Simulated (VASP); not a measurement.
Crystal: SnSe2.

```
Sn Se
1.0
     3.81100    0.00000    0.00000
    -1.90550    3.30042    0.00000
     0.00000    0.00000    6.13600
Sn Se
1 2
Direct
  0.00000 0.00000 0.00000
  0.33333 0.66667 0.24900
  0.66667 0.33333 0.75100
```

Base run:

* Program: VASP 6.6.1
* Functional: PBE
* Potentials or basis: VASP PAW PBE potentials, release 64 (Sn_d, Se)
* Cutoff: 520 eV
* k mesh: 12 × 12 × 4
* Occupations: gaussian, width 0.01 eV
* Spin: no spin polarisation

Its results: band gap on the k mesh 0.77 eV, indirect (least direct gap 1.09 eV); pressure 5.6 GPa; largest force 0.808 eV/Å.

Task: The run is repeated on the same cell with these changes: k mesh from 12 × 12 × 4 to 3 × 3 × 2. What comes out?

Result: Band gap on the k mesh 1.07 eV, direct; pressure 6.9 GPa; largest force 0.698 eV/Å.

Caveats: some runs use coarse meshes; spin-orbit coupling is left out, which moves the levels of the heavy elements; this functional lacks dispersion, which binds the layers, so the pressure and a relaxed spacing across them are unreliable.

A k mesh can miss the band edges.
